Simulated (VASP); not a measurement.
# Sn (C2/m) in VASP: single point with BLYP

Aim: the single point of Sn with BLYP.

Program: VASP 6.6.1. These are calculated values, not measurements. Logs are shortened: lines on timing, memory, paths and dates and some standing lists are left out, and cuts for length are marked.

**1. The cell of the first run**

The structure is monoclinic, space group C2/m (No. 12). Conventional cell: a = 4.863 Å, b = 5.039 Å, c = 3.493 Å, α = 90.00°, β = 133.82°, γ = 90.00°. Within 4.6 Å of Sn (site symmetry 2/m) lie 12 Sn at 3.49 to 3.56 Å.

**2. Single point, BLYP**

Input file INCAR:

```
PREC = Accurate
ENCUT = 520
EDIFF = 1E-6
ISMEAR = -1
SIGMA = 0.05
LREAL = False
LASPH = True
NELM = 80
ALGO = Fast
ISIF = 2
LWAVE = False
LCHARG = False
GGA = B5
ALDAX = 1.0
AGGAX = 1.0
AGGAC = 1.0
ALDAC = 0.0
NBANDS = 13
```

Input file KPOINTS:

```
Automatic mesh
0
Gamma
  10 10 10
```

Input file POSCAR:

```
Sn
1.0
   -1.7852309923      2.4376974989      1.7884429492
    1.7843284364     -2.4337973116      1.7753607380
    1.7794190656      2.4253549676     -1.7763254472
Sn
1
Direct
    0.0000000000      0.0000000000      0.0000000000
```

Potentials or basis: VASP PAW PBE potentials, release 64 (Sn_d).

Started as:

```
> cat potpaw_PBE.64/Sn_d/POTCAR > POTCAR
> mpirun -np 1 vasp_std > vasp.out
```

OUTCAR:

```text
PREC = Accurate
   ENCUT = 520
   EDIFF = 1E-6
   ISMEAR = -1
   LREAL = False
   LASPH = True
   NELM = 80
   ISIF = 2
   GGA = B5

 ion  position               nearest neighbor table
   1  0.000  0.000  0.000-

  LATTYP: Found a base centered monoclinic cell.
 ALAT       =    11.1719085423
 B/A-ratio  =     0.4510081202
 C/A-ratio  =     0.3126971507
 COS(beta)  =    -0.9493973513

  Lattice vectors:

 A1 = (  -5.3431665676,  -2.4169126236,   1.7772901564)
 A2 = (  -1.7803216215,  -2.4214547803,   5.3401291344)
 A3 = (   1.7794190656,   2.4253549676,  -1.7763254472)

Analysis of symmetry for initial positions (statically):
=====================================================================
 Subroutine PRICEL returns:
 Original cell was already a primitive cell.

 Routine SETGRP: Setting up the symmetry group for a
 base centered monoclinic supercell.

 Subroutine GETGRP returns: Found  4 space group operations
 (whereof  4 operations were pure point group operations)
 out of a pool of  4 trial point group operations.

The static configuration has the point symmetry C_2h.

Analysis of symmetry for dynamics (positions and initial velocities):
=====================================================================
 Subroutine PRICEL returns:
 Original cell was already a primitive cell.

 Routine SETGRP: Setting up the symmetry group for a
 base centered monoclinic supercell.

 Subroutine GETGRP returns: Found  4 space group operations
 (whereof  4 operations were pure point group operations)
 out of a pool of  4 trial point group operations.

The dynamic configuration has the point symmetry C_2h.

 Subroutine INISYM returns: Found  4 space group operations
 (whereof  4 operations are pure point group operations),
 and found     1 'primitive' translations

----------------------------------------------------------------------------------------

                                     Primitive cell

  volume of cell :      30.8814

  direct lattice vectors                    reciprocal lattice vectors
    -1.785230992  2.437697499  1.788442949     0.000561377  0.204934211  0.280374934
     1.784328436 -2.433797312  1.775360738     0.280678609 -0.000363916  0.280670552
     1.779419066  2.425354968 -1.776325447     0.281091381  0.205968485 -0.000154221

  length of vectors
     3.511117625  3.501300197  3.493423969     0.347287273  0.396933965  0.348475832

  position of ions in fractional coordinates (direct lattice)
     0.000000000  0.000000000  0.000000000

  ion indices of the primitive-cell ions
   primitive index   ion index
                 1           1

----------------------------------------------------------------------------------------

 KPOINTS: Automatic mesh

Automatic generation of k-mesh.
 Grid dimensions read from file:
 generate k-points for:   10   10   10

 Generating k-lattice:

  Cartesian coordinates                     Fractional coordinates (reciprocal lattice)
     0.000056138  0.020493421  0.028037493     0.100000000 -0.000000000  0.000000000
     0.028067861 -0.000036392  0.028067055     0.000000000  0.100000000  0.000000000
     0.028109138  0.020596849 -0.000015422     0.000000000 -0.000000000  0.100000000

  Length of vectors
     0.034728727  0.039693397  0.034847583

  Shift w.r.t. Gamma in fractional coordinates (k-lattice)
     0.000000000  0.000000000  0.000000000

 Subroutine IBZKPT returns following result:
 ===========================================

 Found    282 irreducible k-points:

 Following reciprocal coordinates:
            Coordinates               Weight
  0.000000  0.000000  0.000000      1.000000
  0.100000  0.000000  0.000000      4.000000
  0.200000  0.000000  0.000000      4.000000
  0.300000  0.000000  0.000000      4.000000
  0.400000  0.000000  0.000000      4.000000
  0.500000 -0.000000  0.000000      2.000000
[... 16 lines left out ...]
  0.000000  0.300000  0.000000      2.000000
  0.100000  0.300000  0.000000      4.000000
 [... further k-points ...]
   k-points           NKPTS =    282   k-points in BZ     NKDIM =    282   number of bands    NBANDS=     13
   number of dos      NEDOS =    301   number of ions     NIONS =      1
   total plane-waves  NPLWV =  21952
   dimension x,y,z NGX =    28 NGY =   28 NGZ =   28
   dimension x,y,z NGXF=    56 NGYF=   56 NGZF=   56
   ions per type =               1
   NGX,Y,Z   is equivalent  to a cutoff of  13.26, 13.29, 13.32 a.u.
   NGXF,Y,Z  is equivalent  to a cutoff of  26.52, 26.59, 26.65 a.u.
 SYSTEM =  unknown system
   PREC   = accura    normal or accurate (medium, high low for compatibility)
   ISTART =      0    job   : 0-new  1-cont  2-samecut
   ICHARG =      2    charge: 1-file 2-atom 10-const
   ISPIN  =      1    spin polarized calculation?
   LNONCOLLINEAR =      F non collinear calculations
   LSORBIT =      F    spin-orbit coupling
   LASPH  =      T    aspherical Exc in radial PAW
   ENCUT  =  520.0 eV  38.22 Ry    6.18 a.u.   6.53  6.51  6.50*2*pi/ulx,y,z
   NELM   =     80;   NELMIN=  2; NELMDL= -5     # of ELM steps
   EDIFF  = 0.1E-05   stopping-criterion for ELM
   LREAL  =      F    real-space projection
   EDIFFG = 0.1E-04   stopping-criterion for IOM
   NSW    =      0    number of steps for IOM
   IBRION =     -1    ionic relax: 0-MD 1-quasi-New 2-CG
   NFREE  =      0    steps in history (QN), initial steepest desc. (CG)
   ISIF   =      2    stress and relaxation
   ISYM   =      2    0-nonsym 1-usesym 2-fastsym
   POTIM  = 0.5000    time-step for ionic-motion
   TEBEG  =    0.0;   TEEND  =   0.0 temperature during run
   PSTRESS=    0.0 pullay stress
   NELECT =      14.0000    total number of electrons
   NUPDOWN=      -1.0000    fix difference up-down
   EMIN   =  10.00;   EMAX   =-10.00  energy-range for DOS
   EFERMI =   0.00;   METHOD = LEGACY
   ISMEAR =    -1;   SIGMA  =   0.05  broadening in eV -4-tet -1-fermi 0-gaus
   EFERMI_NEDOS =   21; number of points for ismear=-14 and -15
   IALGO  =     68    algorithm
   IMIX   =      4    mixing-type and parameters
     AMIX     =   0.40;   BMIX     =  1.00
     AMIX_MAG =   1.60;   BMIX_MAG =  1.00
  volume/ion in A,a.u.               =      30.88       208.40
  Fermi-wavevector in a.u.,A,eV,Ry     =   1.257627  2.376570 21.519316  1.581625
  Thomas-Fermi vector in A             =   2.391276
   LORBIT       =      0    0 simple, 1 ext, 2 COOP (PROOUT), +10 PAW based schemes
   GGA     = B5    functional components
   LHFCALC =     F    Hartree Fock is set to
   AEXX    =    0.0000 exact exchange contribution
   IVDW    =     0    specifies the selected vdW correction
   LEPSILON=     F    determine dielectric tensor
   LRPA    =     F    only Hartree local field effects (RPA)
 non-spin polarized calculation
 RMM-DIIS sequential band-by-band and
  energy-cutoff  :      520.00
  volume of cell :       30.88
 maximum number of plane-waves:       852
 NGX is ok and might be reduce to    28
   NGX = 13   NGY = 13   NGZ = 13

 number of electron      14.0000007 magnetization

 Free energy of the ion-electron system (eV)
  ---------------------------------------------------
  ext. energy  EPLUGINS =         0.00000000
  ---------------------------------------------------
  free energy    TOTEN  =        -2.96588536 eV

  energy without entropy =       -2.96276635  energy(sigma->0) =       -2.96432585

 E-fermi :   7.1486     XC(G=0):  -9.1709

 val. band max:        7.1457516434   @ k =  -0.2000   0.1000   0.3000
 cond. band min:       7.1588709853   @ k =  -0.1000   0.2000   0.2000
 fundamental gap:      0.0131193418
 Fermi energy:         7.1485563948

 k-point     1 :       0.0000    0.0000    0.0000
  band No.  band energies     occupation
      1     -14.3620      2.00000
      2     -14.3617      2.00000
      3     -14.3466      2.00000
      4     -14.3146      2.00000
      5     -14.2965      2.00000
      6      -3.1453      2.00000
      7      13.5466      0.00000
      8      13.6160      0.00000
      9      13.6515      0.00000
     10      17.9385      0.00000
     11      18.2801      0.00000
     12      18.2972      0.00000
     13      18.5070      0.00000

 k-point     2 :       0.1000    0.0000    0.0000
  band No.  band energies     occupation
      1     -14.3593      2.00000
      2     -14.3568      2.00000
      3     -14.3432      2.00000
      4     -14.3134      2.00000
      5     -14.2970      2.00000
      6      -2.9637      2.00000
      7      12.0011      0.00000
      8      13.3426      0.00000
      9      13.4427      0.00000
     10      16.9891      0.00000
     11      18.6942      0.00000
     12      18.8593      0.00000
     13      20.0621      0.00000

 k-point     3 :       0.2000    0.0000    0.0000
  band No.  band energies     occupation
      1     -14.3553      2.00000
      2     -14.3503      2.00000
      3     -14.3367      2.00000
      4     -14.3032      2.00000
      5     -14.2935      2.00000
      6      -2.4217      2.00000
      7       9.2731      0.00000
      8      12.7940      0.00000
      9      13.0301      0.00000
     10      16.5326      0.00000
     11      18.7538      0.00000
     12      19.1371      0.00000
     13      20.0468      0.00000

 k-point     4 :       0.3000    0.0000    0.0000
  band No.  band energies     occupation
      1     -14.3529      2.00000
      2     -14.3521      2.00000
      3     -14.3371      2.00000
      4     -14.2804      2.00000
      5     -14.2789      2.00000
      6      -1.5368      2.00000
      7       6.6300      1.99994
      8      12.2671      0.00000
      9      12.6399      0.00000
     10      16.3348      0.00000
     11      17.9093      0.00000
     12      18.2603      0.00000
     13      19.1037      0.00000

 k-point     5 :       0.4000    0.0000    0.0000
  band No.  band energies     occupation
      1     -14.3573      2.00000
      2     -14.3512      2.00000
      3     -14.3415      2.00000
      4     -14.2627      2.00000
      5     -14.2584      2.00000
      6      -0.4002      2.00000
      7       4.3975      2.00000
      8      11.9116      0.00000
      9      12.3812      0.00000
     10      16.3308      0.00000
     11      17.3099      0.00000
     12      17.6371      0.00000
     13      18.2105      0.00000
[... 257 lines left out ...]
 k-point    22 :      -0.4000    0.2000   -0.0000
  band No.  band energies     occupation
      1     -14.3490      2.00000
      2     -14.3459      2.00000
      3     -14.3119      2.00000
      4     -14.3099      2.00000
      5     -14.2717      2.00000
      6      -1.2238      2.00000
      7       7.5032      0.00166
      8       8.6210      0.00000
      9      12.8070      0.00000
     10      16.7154      0.00000
     11      18.5231      0.00000
     12      19.1541      0.00000
     13      19.9877      0.00000

 k-point    23 :       0.0000    0.3000    0.0000
  band No.  band energies     occupation
      1     -14.3959      2.00000
      2     -14.3481      2.00000
      3     -14.2827      2.00000
      4     -14.2785      2.00000
      5     -14.2722      2.00000
      6      -1.0296      2.00000
      7       8.1522      0.00000
      8      10.0233      0.00000
      9      10.2623      0.00000
     10      13.8813      0.00000
     11      14.0188      0.00000
     12      23.6257      0.00000
     13      24.8005      0.00000

 k-point    24 :       0.1000    0.3000    0.0000
  band No.  band energies     occupation
      1     -14.3964      2.00000
      2     -14.3537      2.00000
      3     -14.2797      2.00000
      4     -14.2694      2.00000
      5     -14.2546      2.00000
      6      -0.1839      2.00000
      7       6.6997      1.99975
      8       8.8700      0.00000
      9       9.8814      0.00000
     10      13.6161      0.00000
     11      14.7098      0.00000
     12      23.0556      0.00000
     13      24.4426      0.00000

 [... further k-points ...]

------------------------ aborting loop because EDIFF is reached ----------------------------------------

  FORCE on cell =-STRESS in cart. coord.  units (eV):
  Direction    XX          YY          ZZ          XY          YZ          ZX
  --------------------------------------------------------------------------------------
  -------------------------------------------------------------------------------------
  Total       -0.0037041     -0.0048072     -0.0037116      0.0028121     -0.0028169      0.0019241
  in kB       -0.1921752     -0.2494058     -0.1925621      0.1458948     -0.1461440      0.0998231
  external PRESSURE =      -0.2113810 kB  Pullay stress =       0.0000000 kB

 VOLUME and BASIS-vectors are now :
 -----------------------------------------------------------------------------
  energy-cutoff  :      520.00
  volume of cell :       30.88
      direct lattice vectors                 reciprocal lattice vectors
    -1.785230992  2.437697499  1.788442949     0.000561377  0.204934211  0.280374934
     1.784328436 -2.433797312  1.775360738     0.280678609 -0.000363916  0.280670552
     1.779419066  2.425354968 -1.776325447     0.281091381  0.205968485 -0.000154221

 POSITION                                       TOTAL-FORCE (eV/Angst)
 -----------------------------------------------------------------------------------
      0.00000      0.00000      0.00000         0.000000      0.000000     -0.000000
 -----------------------------------------------------------------------------------
    total drift:                               -0.000000     -0.000000     -0.000000

  FREE ENERGIE OF THE ION-ELECTRON SYSTEM (eV)
  ---------------------------------------------------
  free  energy   TOTEN  =        -2.9658853554 eV

  energy  without entropy=       -2.9627663462  energy(sigma->0) =       -2.96432585
```

It took 55 s on 1 thread of Intel Xeon 6975P-C (Granite Rapids), shared host; peak memory 0.23 GiB.

Results:

- Free energy: -2.9659 eV
- Pressure: 0.0 GPa
- Band gap on the k mesh: zero (bands 7 and 8 overlap by 8.01 eV)

Levels at points of the mesh, in eV from the Fermi level:
| k point | band 5 | band 6 | band 7 | band 8 | band 9 | band 10 |
| --- | --- | --- | --- | --- | --- | --- |
| (0.00, 0.00, 0.00) | -21.45 | -10.29 | 6.40 | 6.47 | 6.50 | 10.79 |
| (0.50, 0.00, 0.00) | -21.40 | -6.77 | -3.90 | 4.64 | 5.14 | 9.23 |
| (0.00, 0.50, 0.00) | -21.38 | -5.37 | -3.15 | 1.83 | 2.10 | 5.54 |
| (0.00, 0.00, 0.50) | -21.40 | -6.73 | -3.89 | 4.60 | 5.09 | 9.18 |
| (0.50, 0.00, 0.50) | -21.38 | -5.37 | -3.16 | 1.85 | 2.10 | 5.55 |
| (0.50, 0.50, 0.50) | -21.39 | -4.95 | -2.89 | 1.56 | 1.56 | 5.11 |

Caveat: the PAW data sets were made with another functional, which shifts forces and pressure a little; spin-orbit coupling is left out, which moves the levels of the heavy elements.
